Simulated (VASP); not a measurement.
Wanted: the native input for a VASP 6.6.1 run.

```yaml
Task: relaxation of cell and atoms
Functional: PBE
Potentials_or_basis: VASP PAW PBE potentials, release 64 (Li_sv, Ta_pv, O)
Cutoff: 600 eV
k_mesh: 12 × 12 × 8
Occupations: gaussian, width 0.1 eV
Spin: no spin polarisation
Dipole_correction: no
Further_INCAR_settings: ALGO = Normal; EDIFF = 1e-06; IBRION = 2; EDIFFG = -0.01; NSW = 100; ISIF = 3
```

The structure of Li2TaO2 lies in POSCAR:

```
Li2TaO2
1.0
    2.9104232619      0.0000000000      0.0000000000
    0.0000000000      2.9104232619      0.0000000000
    0.0000000000      0.0000000000      5.1110179463
Li Ta O
2 1 2
Direct
    0.0000000000      0.5000000000      0.5000000000
    0.5000000000      0.0000000000      0.5000000000
    0.0000000000      0.0000000000      0.0000000000
    0.5000000000      0.5000000000      0.2305511590
    0.5000000000      0.5000000000      0.7694488410
```

These files were run (other wordings do the same):

INCAR

```
PREC = Accurate ; ENCUT = 600
EDIFF = 1E-6 ; ISMEAR = 0
SIGMA = 0.1 ; LREAL = False
LASPH = True ; NELM = 100
ALGO = Normal ; ISIF = 3
LWAVE = False ; LCHARG = False
GGA = PE ; IBRION = 2
NSW = 100 ; EDIFFG = -0.01
```

KPOINTS

```
Automatic mesh
0
Gamma
  12 12 8
```

Potentials or basis: VASP PAW PBE potentials, release 64 (Li_sv, Ta_pv, O).

The run is started by

```console
$ cat potpaw_PBE.64/Li_sv/POTCAR potpaw_PBE.64/Ta_pv/POTCAR potpaw_PBE.64/O/POTCAR > POTCAR
$ mpirun -np 1 vasp_std > vasp.out
```

Results of the run:

* Relaxed volume: 8.64 Å³/atom
* Relaxed cell: a = 2.910 Å, b = 2.910 Å, c = 5.104 Å, α = 90.00°, β = 90.00°, γ = 90.00°
* Space group after relaxing (to 0.05 Å): P4/mmm (No. 123)
* Energy gained by relaxing: 0.0 meV/atom
* Ionic steps: 3
* Pressure after relaxing: 0.0 GPa
* Largest force after relaxing: 0.003 eV/Å

Caveat: the cutoff is under 1.25 times the usual one of these potentials, so pressure, stress and relaxed cells hold a basis-set (Pulay) error; an odd number of electrons without spin polarisation forces a metal; a magnetic or distorted state may lie lower.

It took 75 s on 1 thread of Intel(R) Xeon(R) 6975P-C (Granite Rapids), on a shared host, peak memory 0.27 GiB.
